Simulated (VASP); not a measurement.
# Al2O3 (R-3c) in VASP: notebook

Al2O3 is run at these levels: LDA; tasks: single point, relaxation of cell and atoms.

All numbers are computed with VASP 6.6.1; they aren't measurements. Logs are shortened: lines on timing, memory, paths and dates and some standing lists are left out, and cuts for length are marked.

**The experiment to reproduce.**

From “Multi-petahertz electron interference in Cr:Al2O3 solid-state material”, 2018, pmc:5906618, for a bulk crystal of Al2O3: band gap 8.7 eV (optical).

The results are compared with them further down.

### Step 1. The cell of the first run

Symmetry: R-3c, No. 167, trigonal system. Conventional cell: a = 4.729 Å, b = 4.729 Å, c = 12.892 Å, α = 90.00°, β = 90.00°, γ = 120.00°. Al (site symmetry 3) has 6 O at 1.84 to 1.96 Å within 2.4 Å. O (site symmetry 2) has 4 Al at 1.84 to 1.96 Å within 2.4 Å.

### Step 2. Single point, LDA

The input, INCAR:

```
PREC = Accurate ; ENCUT = 520
EDIFF = 1E-6 ; ISMEAR = 0
SIGMA = 0.1 ; LREAL = F
LASPH = T ; NELM = 100
ALGO = Normal ; ISIF = 2
LWAVE = F ; LCHARG = F
GGA = CA ; NBANDS = 35
```

The input, KPOINTS:

```
Automatic mesh
0
Gamma
  6 6 6
```

The input, POSCAR:

```
Al2O3
1.0
    2.3645982914      1.3652014600      4.2971909350
   -2.3645982914      1.3652014600      4.2971909350
    0.0000000000     -2.7304029201      4.2971909350
Al O
4 6
Direct
    0.3520239584      0.3520239584      0.3520239584
    0.1479760416      0.1479760416      0.1479760416
    0.6479760416      0.6479760416      0.6479760416
    0.8520239584      0.8520239584      0.8520239584
    0.5558634596      0.9441365404      0.2500000000
    0.2500000000      0.5558634596      0.9441365404
    0.9441365404      0.2500000000      0.5558634596
    0.4441365404      0.0558634596      0.7500000000
    0.7500000000      0.4441365404      0.0558634596
    0.0558634596      0.7500000000      0.4441365404
```

Potentials or basis: VASP PAW LDA potentials, release 64 (Al, O).

Started as:

```console
$ cat potpaw_LDA.64/Al/POTCAR potpaw_LDA.64/O/POTCAR > POTCAR
$ mpirun -np 1 vasp_std > vasp.out
```

OUTCAR:

```text
PREC = Accurate
   ENCUT = 520
   EDIFF = 1E-6
   ISMEAR = 0
   LREAL = F
   LASPH = T
   NELM = 100
   ISIF = 2
   GGA = CA

 ion  position               nearest neighbor table
   1  0.352  0.352  0.352-   9 1.84   8 1.84  10 1.84   7 1.96   6 1.96   5 1.96   2 2.63   3 2.77
                             3 2.77   3 2.77   2 3.20   2 3.20   2 3.20
   2  0.148  0.148  0.148-  10 1.84   8 1.84   9 1.84   6 1.96   7 1.96   5 1.96   1 2.63   4 2.77
                             4 2.77   4 2.77   1 3.20   1 3.20   1 3.20
   3  0.648  0.648  0.648-   6 1.84   5 1.84   7 1.84  10 1.96   9 1.96   8 1.96   4 2.63   1 2.77
                             1 2.77   1 2.77   4 3.20   4 3.20   4 3.20
   4  0.852  0.852  0.852-   7 1.84   5 1.84   6 1.84   9 1.96  10 1.96   8 1.96   3 2.63   2 2.77
                             2 2.77   2 2.77   3 3.20   3 3.20   3 3.20
   5  0.556  0.944  0.250-   3 1.84   4 1.84   1 1.96   2 1.96
   6  0.250  0.556  0.944-   3 1.84   4 1.84   2 1.96   1 1.96
   7  0.944  0.250  0.556-   4 1.84   3 1.84   1 1.96   2 1.96
   8  0.444  0.056  0.750-   1 1.84   2 1.84   3 1.96   4 1.96
   9  0.750  0.444  0.056-   1 1.84   2 1.84   4 1.96   3 1.96
  10  0.056  0.750  0.444-   2 1.84   1 1.84   3 1.96   4 1.96

  LATTYP: Found a trigonal (rhomboedric) cell.
 ALAT       =     5.0912621262
 COS(alpha) =     0.5685864082

  Lattice vectors:

 A1 = (   2.3645982914,   1.3652014600,   4.2971909350)
 A2 = (  -2.3645982914,   1.3652014600,   4.2971909350)
 A3 = (   0.0000000000,  -2.7304029201,   4.2971909350)

Analysis of symmetry for initial positions (statically):
=====================================================================
 Subroutine PRICEL returns:
 Original cell was already a primitive cell.

 Routine SETGRP: Setting up the symmetry group for a
 trigonal (rhombohedral) supercell.

 Subroutine GETGRP returns: Found 12 space group operations
 (whereof  6 operations were pure point group operations)
 out of a pool of 12 trial point group operations.

The static configuration has the point symmetry S_6 .
 The point group associated with its full space group is D_3d.

Analysis of symmetry for dynamics (positions and initial velocities):
=====================================================================
 Subroutine PRICEL returns:
 Original cell was already a primitive cell.

 Routine SETGRP: Setting up the symmetry group for a
 trigonal (rhombohedral) supercell.

 Subroutine GETGRP returns: Found 12 space group operations
 (whereof  6 operations were pure point group operations)
[... 123 lines left out ...]
   IBRION =     -1    ionic relax: 0-MD 1-quasi-New 2-CG
   NFREE  =      0    steps in history (QN), initial steepest desc. (CG)
   ISIF   =      2    stress and relaxation
   ISYM   =      2    0-nonsym 1-usesym 2-fastsym
   POTIM  = 0.5000    time-step for ionic-motion
   TEBEG  =    0.0;   TEEND  =   0.0 temperature during run
   PSTRESS=    0.0 pullay stress
   NELECT =      48.0000    total number of electrons
   NUPDOWN=      -1.0000    fix difference up-down
   EMIN   =  10.00;   EMAX   =-10.00  energy-range for DOS
   EFERMI =   0.00;   METHOD = LEGACY
   ISMEAR =     0;   SIGMA  =   0.10  broadening in eV -4-tet -1-fermi 0-gaus
   EFERMI_NEDOS =   21; number of points for ismear=-14 and -15
   IALGO  =     38    algorithm
   IMIX   =      4    mixing-type and parameters
     AMIX     =   0.40;   BMIX     =  1.00
     AMIX_MAG =   1.60;   BMIX_MAG =  1.00
  volume/ion in A,a.u.               =       8.32        56.17
  Fermi-wavevector in a.u.,A,eV,Ry     =   1.362674  2.575080 25.264384  1.856880
  Thomas-Fermi vector in A             =   2.489143
   LORBIT       =      0    0 simple, 1 ext, 2 COOP (PROOUT), +10 PAW based schemes
   GGA     = CA    functional components
   LHFCALC =     F    Hartree Fock is set to
   AEXX    =    0.0000 exact exchange contribution
   IVDW    =     0    specifies the selected vdW correction
   LEPSILON=     F    determine dielectric tensor
   LRPA    =     F    only Hartree local field effects (RPA)
 non-spin polarized calculation
 Gauss-broadening in eV      SIGMA  =   0.10
  energy-cutoff  :      520.00
  volume of cell :       83.23
 maximum number of plane-waves:      2259
 NGX is ok and might be reduce to    40
   NGX = 19   NGY = 19   NGZ = 19

 number of electron      48.0000010 magnetization

 Free energy of the ion-electron system (eV)
  ---------------------------------------------------
  ext. energy  EPLUGINS =         0.00000000
  ---------------------------------------------------
  free energy    TOTEN  =       -83.10347256 eV

  energy without entropy =      -83.10347256  energy(sigma->0) =      -83.10347256

 E-fermi :   6.4994     XC(G=0): -12.2688

 val. band max:        6.0680704266   @ k =   0.0000   0.0000   0.0000
 cond. band min:      12.5078137747   @ k =   0.0000   0.0000   0.0000
 fundamental gap:      6.4397433481
 Fermi energy:         6.4993654915

 k-point     1 :       0.0000    0.0000    0.0000
  band No.  band energies     occupation
      1     -13.1210      2.00000
      2     -10.6025      2.00000
      3     -10.2966      2.00000
      4     -10.2966      2.00000
      5      -9.9545      2.00000
      6      -9.9545      2.00000
[... 901 lines left out ...]
     34      19.3824      0.00000
     35      19.5800      0.00000

 [... further k-points ...]
[... 5 lines left out ...]
  --------------------------------------------------------------------------------------
  -------------------------------------------------------------------------------------
  Total        0.4652675      0.4652675      0.3494952     -0.0000000     -0.0000000      0.0000000
  in kB        8.9561888      8.9561888      6.7276260     -0.0000000     -0.0000000      0.0000000
  external PRESSURE =       8.2133345 kB  Pullay stress =       0.0000000 kB

 VOLUME and BASIS-vectors are now :
 -----------------------------------------------------------------------------
  energy-cutoff  :      520.00
  volume of cell :       83.23
      direct lattice vectors                 reciprocal lattice vectors
     2.364598291  1.365201460  4.297190935     0.211452407  0.122082104  0.077570054
    -2.364598291  1.365201460  4.297190935    -0.211452407  0.122082104  0.077570054
     0.000000000 -2.730402920  4.297190935     0.000000000 -0.244164208  0.077570054

 POSITION                                       TOTAL-FORCE (eV/Angst)
 -----------------------------------------------------------------------------------
      0.00000     -0.00000      4.53814        -0.000000      0.000000     -0.011827
      0.00000     -0.00000      1.90764        -0.000000     -0.000000      0.011827
      0.00000     -0.00000      8.35343        -0.000000     -0.000000      0.011827
      0.00000     -0.00000     10.98393        -0.000000      0.000000     -0.011827
     -0.91811      1.36520      7.52008        -0.008969     -0.000000     -0.000000
     -0.72324     -1.47771      7.52008         0.004485     -0.007768     -0.000000
      1.64135      0.11251      7.52008         0.004485      0.007768     -0.000000
      0.91811     -1.36520      5.37149         0.008969     -0.000000     -0.000000
      0.72324      1.47771      5.37149        -0.004485      0.007768     -0.000000
     -1.64135     -0.11251      5.37149        -0.004485     -0.007768     -0.000000
 -----------------------------------------------------------------------------------
    total drift:                                0.000000     -0.000000      0.000000

  FREE ENERGIE OF THE ION-ELECTRON SYSTEM (eV)
  ---------------------------------------------------
  free  energy   TOTEN  =       -83.1034725558 eV

  energy  without entropy=      -83.1034725558  energy(sigma->0) =      -83.10347256
```

OSZICAR:

```text
N       E                     dE             d eps       ncg     rms          rms(c)
DAV:   1     0.213334615311E+03    0.21333E+03   -0.25487E+04  2240   0.131E+03
DAV:   2    -0.796374863424E+02   -0.29297E+03   -0.28461E+03  2845   0.287E+02
DAV:   3    -0.915036803440E+02   -0.11866E+02   -0.11826E+02  2928   0.583E+01
DAV:   4    -0.915866592699E+02   -0.82979E-01   -0.82925E-01  2760   0.565E+00
DAV:   5    -0.915874418457E+02   -0.78258E-03   -0.78239E-03  2844   0.543E-01    0.177E+01
DAV:   6    -0.832963962381E+02    0.82910E+01   -0.28609E+01  2732   0.284E+01    0.633E+00
DAV:   7    -0.831901287197E+02    0.10627E+00   -0.87223E-01  2672   0.458E+00    0.321E+00
DAV:   8    -0.831105435204E+02    0.79585E-01   -0.78416E-02  2833   0.205E+00    0.743E-01
DAV:   9    -0.831034238275E+02    0.71197E-02   -0.13290E-02  2904   0.604E-01    0.269E-01
DAV:  10    -0.831034917370E+02   -0.67910E-04   -0.50873E-04  2639   0.135E-01    0.669E-02
DAV:  11    -0.831034724161E+02    0.19321E-04   -0.13189E-04  2752   0.667E-02    0.259E-02
DAV:  12    -0.831034725558E+02   -0.13973E-06   -0.39742E-06  2794   0.132E-02
   1 F= -.83103473E+02 E0= -.83103473E+02  d E =-.253548E-11
```

Run time: 91 s. Hardware: 1 thread of Intel Xeon 8259CL, shared host; peak memory 0.19 GiB.

Results:

```yaml
Free_energy: -83.1035 eV
Pressure: 0.8 GPa
Largest_force: 0.012 eV/Å
Band_gap_on_the_k_mesh: 6.44 eV
```

Forces on the atoms (eV/Å):
```
Al   0.000  0.000 -0.012
Al   0.000  0.000  0.012
Al   0.000  0.000  0.012
Al   0.000  0.000 -0.012
O   -0.009  0.000  0.000
O    0.004 -0.008  0.000
O    0.004  0.008  0.000
O    0.009  0.000  0.000
O   -0.004  0.008  0.000
O   -0.004 -0.008  0.000
```

### Step 3. Relaxation of cell and atoms, LDA

This run uses another cell than the first one, of 8.50 Å³/atom.

The input, INCAR:

```
ALGO = Normal
EDIFF = 1E-6
EDIFFG = -0.003
ENCUT = 600
IBRION = 2
ISIF = 3
ISMEAR = 0
LASPH = T
LCHARG = F
LREAL = F
LWAVE = F
NELM = 80
NSW = 80
PREC = Accurate
SIGMA = 0.1
```

The input, KPOINTS:

```
k-points
0
Gamma
  6 6 6
```

The input, POSCAR:

```
Al2O3
1.0
    2.3802500000      1.3742379782      4.3318666667
   -2.3802500000      1.3742379782      4.3318666667
    0.0000000000     -2.7484759565      4.3318666667
Al O
4 6
Direct
    0.3521600000      0.3521600000      0.3521600000
    0.1478400000      0.1478400000      0.1478400000
    0.6478400000      0.6478400000      0.6478400000
    0.8521600000      0.8521600000      0.8521600000
    0.5566800000      0.9433200000      0.2500000000
    0.2500000000      0.5566800000      0.9433200000
    0.9433200000      0.2500000000      0.5566800000
    0.4433200000      0.0566800000      0.7500000000
    0.7500000000      0.4433200000      0.0566800000
    0.0566800000      0.7500000000      0.4433200000
```

Potentials or basis: VASP PAW LDA potentials, release 64 (Al, O).

Started as:

```console
$ cat potpaw_LDA.64/Al/POTCAR potpaw_LDA.64/O/POTCAR > POTCAR
$ mpirun -np 1 vasp_std > vasp.out
```

Run time: 7.3 min. Hardware: 1 thread of Intel Xeon 8259CL, shared host; peak memory 0.22 GiB.

It converged, with:

```
Free energy                           : -83.1332 eV
Relaxed volume                        : 8.34 Å³/atom
Relaxed cell                          : a = 5.093 Å, b = 5.093 Å, c = 5.093 Å, α = 55.36°, β = 55.36°, γ = 55.36°
Space group after relaxing (to 0.1 Å) : R-3c (No. 167)
Energy gained by relaxing             : 2.8 meV/atom
Ionic steps                           : 14
Pressure after relaxing               : 0.0 GPa
Band gap on the k mesh                : 6.42 eV
```

The path:
```csv
step,energy change (eV),largest force (eV/Å),pressure (GPa),volume (Å³)
1,0.0000,0.1259,-4.92,85.02
2,-0.0035,0.0671,5.04,81.84
3,-0.0274,0.0312,0.05,83.36
4,-0.0273,0.0291,0.16,83.32
5,-0.0276,0.0129,0.07,83.35
6,-0.0276,0.0063,0.09,83.35
7,-0.0276,0.0071,0.09,83.35
8,-0.0276,0.0027,-0.06,83.40
9,-0.0276,0.0040,-0.02,83.38
10,-0.0276,0.0042,-0.02,83.38
11,-0.0276,0.0057,0.04,83.36
12,-0.0276,0.0043,-0.01,83.38
13,-0.0276,0.0042,-0.01,83.38
14,-0.0276,0.0013,-0.01,83.37
```

Final structure:
```
Al O
1.0
     2.36624    1.36615    4.29859
    -2.36624    1.36615    4.29859
     0.00000   -2.73230    4.29859
Al O
4 6
Direct
  0.35199 0.35199 0.35199
  0.14801 0.14801 0.14801
  0.64801 0.64801 0.64801
  0.85199 0.85199 0.85199
  0.55575 0.94425 0.25000
  0.25000 0.55575 0.94425
  0.94425 0.25000 0.55575
  0.44425 0.05575 0.75000
  0.75000 0.44425 0.05575
  0.05575 0.75000 0.44425
```

Levels at points of the mesh, in eV from the valence-band top:
```tsv
k point	band 22	band 23	band 24	band 25	band 26	band 27
(0.00, 0.00, 0.00)	-0.04	-0.04	0.00	6.42	9.08	10.78
(0.50, 0.00, 0.00)	-0.94	-0.29	-0.29	9.46	9.46	9.74
(0.50, 0.50, 0.00)	-0.94	-0.77	-0.26	9.44	9.84	9.95
(0.50, 0.50, 0.50)	-0.39	-0.39	-0.39	8.75	8.75	11.00
```

### Step 4. How close it comes

Step 2. A measured gap of Al2O3 is 8.7 eV (optical; quoted in “Multi-petahertz electron interference in Cr:Al2O3 solid-state material”, 2018, pmc:5906618); the calculated 6.44 eV misses it by -2.26 eV. The value is that of LDA on a finite k mesh, which can miss the band edges, without temperature or zero-point motion. Semilocal functionals fall short of measured gaps as a rule.
